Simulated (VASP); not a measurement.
Here is a VASP 6.6.1 calculation.

The input INCAR:

```
  PREC = Accurate
  ENCUT = 520
  EDIFF = 1E-6
  ISMEAR = 0
  SIGMA = 0.05
  LREAL = False
  LASPH = True
  NELM = 80
  ALGO = Normal
  ISIF = 2
  LWAVE = False
  LCHARG = False
  GGA = PE
  IVDW = 12
  NBANDS = 27
```

KPOINTS

```
Automatic mesh
0
Gamma
  12 12 2
```

POSCAR

```
InO
1.0
    3.3440386077      0.0000000000      0.0000000000
   -1.6720193039      2.8960223855      0.0000000000
    0.0000000000      0.0000000000     15.8520222321
In O
2 2
Direct
    0.6666666667      0.3333333333      0.5895266171
    0.6666666667      0.3333333333      0.4104733829
    0.0000000000      0.0000000000      0.6398766429
    0.0000000000      0.0000000000      0.3601233571
```

Potentials or basis: VASP PAW PBE potentials, release 64 (In_d, O).

Run with:

```console
$ cat potpaw_PBE.64/In_d/POTCAR potpaw_PBE.64/O/POTCAR > POTCAR
$ mpirun -np 1 vasp_std > vasp.out
```

Task: Estimate the band gap on the k mesh.

Result: 0.40 eV, indirect (least direct gap 1.36 eV).

Task: What does it give for the dispersion energy per atom?

Result: -0.152 eV.

Task: What does it give for the largest force?

Result: 0.572 eV/Å.

Forces in eV/Å, atoms in the order of the input:
```
In   0.000  0.000 -0.572
In   0.000  0.000  0.572
O    0.000  0.000  0.566
O    0.000  0.000 -0.566
```

Caveat: the cell differs from its parent crystal (strain -0.025 along x and y, +0.000 along z); spin-orbit coupling is left out, which moves the levels of the heavy elements.
